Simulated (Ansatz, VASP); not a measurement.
# CoO: VASP beside Ansatz

```xyz
2
Lattice="2.6162 0.0000 0.0000 0.0000 2.6162 0.0000 0.0000 0.0000 2.6162" Properties=species:S:1:pos:R:3 pbc="T T T"
Co    0.0000    0.0000    0.0000
O     1.3081    1.3081    1.3081
```

Alike in both runs: task single point; functional PBE; k mesh 16 × 16 × 16; occupations gaussian, width 0.1 eV; collinear spin.

|  | VASP | Ansatz |
| --- | --- | --- |
| version | VASP 6.6.1 | Ansatz 0.2.0 |
| potentials or method | VASP PAW PBE potentials, release 64 (Co, O), cutoff 520 eV | scalar-relativistic, plane waves, PAW |
| valence electrons in the cell | 15 | 23 |

Ansatz gave:

```
gap on the k mesh at the Fermi level (eV)                     : none
pressure (GPa)                                                : 0.0
net moment per atom (μB)                                      : 1.50
size of the moment on the site where the two differ most (μB) : 0.47
```

Q: Estimate VASP's values.

A: gap on the k mesh at the Fermi level (eV): none; pressure (GPa): -0.5; net moment per atom (μB): 1.50; size of the moment on the site where the two differ most (μB): 0.44.

Site moments also hang on the region over which each program counts them. A gap of «none» marks a metal or a gap that the smearing closes. The functional is the same, so the differences come from potentials, cutoffs and numerics. VASP's potentials hold 15 valence electrons a cell and Ansatz's 23, so a difference there can come from the potentials and not from the codes.
